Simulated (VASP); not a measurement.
Input of a VASP 6.6.1 run:

The input INCAR:

```
SYSTEM = Zn2C
PREC = Accurate
ENCUT = 520
EDIFF = 1E-6
ISMEAR = -1
SIGMA = 0.02
LREAL = .FALSE.
LASPH = .TRUE.
NELM = 100
ALGO = Normal
ISIF = 2
LWAVE = .FALSE.
LCHARG = .FALSE.
GGA = PE
NBANDS = 21
```

File KPOINTS:

```
Automatic mesh
0
G
  8 8 8
  0 0 0
```

The input POSCAR:

```
Zn2C
1.0
    0.0000000000      2.4441534726      2.4441534726
    2.4441534726      0.0000000000      2.4441534726
    2.4441534726      2.4441534726      0.0000000000
C Zn
1 2
Direct
    0.0000000000      0.0000000000      0.0000000000
    0.2500000000      0.2500000000      0.2500000000
    0.7500000000      0.7500000000      0.7500000000
```

Potentials or basis: VASP PAW PBE potentials, release 64 (C, Zn).

Launch:

```bash
$ cat potpaw_PBE.64/C/POTCAR potpaw_PBE.64/Zn/POTCAR > POTCAR
$ mpirun -np 1 vasp_std > vasp.out
```

Problem. What does it give for the pressure?

Solution. 40.0 GPa.

Problem. Estimate the band gap on the k mesh.

Solution. 0.56 eV.

Caveat: the cell differs from its parent crystal (strain -5.2%); the cell stands under pressure. A k mesh can miss the band edges.
